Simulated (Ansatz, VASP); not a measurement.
NiGe in VASP and in Ansatz

INCAR

```
ALGO = Normal
EDIFF = 1E-6
EDIFFG = -0.01
ENCUT = 600
GGA = PS
IBRION = 2
ISIF = 3
ISMEAR = 0
LASPH = True
LCHARG = False
LREAL = False
LWAVE = False
NELM = 100
NSW = 80
PREC = Accurate
SIGMA = 0.1
```

KPOINTS

```
k-points
0
Gamma
  12 12 10
```

The input POSCAR:

```
NiGe
1.0
    3.5858746370      0.0000000000      0.0000000000
   -1.7929373185      3.1054585304      0.0000000000
    0.0000000000      0.0000000000      4.8818204418
Ge Ni
2 2
Direct
    0.3333333333      0.6666666667      0.2500000000
    0.6666666667      0.3333333333      0.7500000000
    0.0000000000      0.0000000000      0.0000000000
    0.0000000000      0.0000000000      0.5000000000
```

Input for Ansatz:

```yaml
crystal:
  lattice:
    - [3.585874637, 0.0, 0.0]
    - [-1.7929373185, 3.1054585304, 0.0]
    - [0.0, 0.0, 4.8818204418]
  atoms:
    - { symbol: Ge, position: [0.3333333333, 0.6666666667, 0.25] }
    - { symbol: Ge, position: [0.6666666667, 0.3333333333, 0.75] }
    - { symbol: Ni, position: [0.0, 0.0, 0.0] }
    - { symbol: Ni, position: [0.0, 0.0, 0.5] }
basis:
  ecutwfc: 420
kpoints:
  mp_grid: { grid: [12, 12, 10] }
hamiltonian:
  xc: pbesol
scf:
  occupations: { method: gaussian, width: 0.1 }
output:
  forces: true
  stress: true
  eigenvalues: true
relax:
  adjacent_minimum: "off"
  f_tol: 0.01
  max_steps: 60
  cell: { stress_tol: 0.1 }
```

Alike in both runs: task relaxation of cell and atoms; functional PBEsol; k mesh 12 × 12 × 10; occupations gaussian, width 0.1 eV; no spin polarisation.

|  | VASP | Ansatz |
| --- | --- | --- |
| version | VASP 6.6.1 | Ansatz 0.2.0 |
| potentials or method | VASP PAW PBE potentials, release 64 (Ge_d, Ni), cutoff 600 eV | scalar-relativistic, plane waves, PAW |
| valence electrons in the cell | 48 | 64 |

```tsv
	VASP	Ansatz	Ansatz less VASP
gap on the k mesh at the Fermi level, each at its own relaxed structure (eV)	none	none	-
relaxed volume (Å³/atom)	13.61	13.61	-0.004
relaxed cell length with the largest relative difference (Å)	4.862	4.857	-0.0041
```

VASP's potentials were made for PBE, not for PBEsol. A gap of «none» marks a metal or a gap that the smearing closes. VASP's potentials hold 48 valence electrons a cell and Ansatz's 64, so a difference there can come from the potentials and not from the codes.
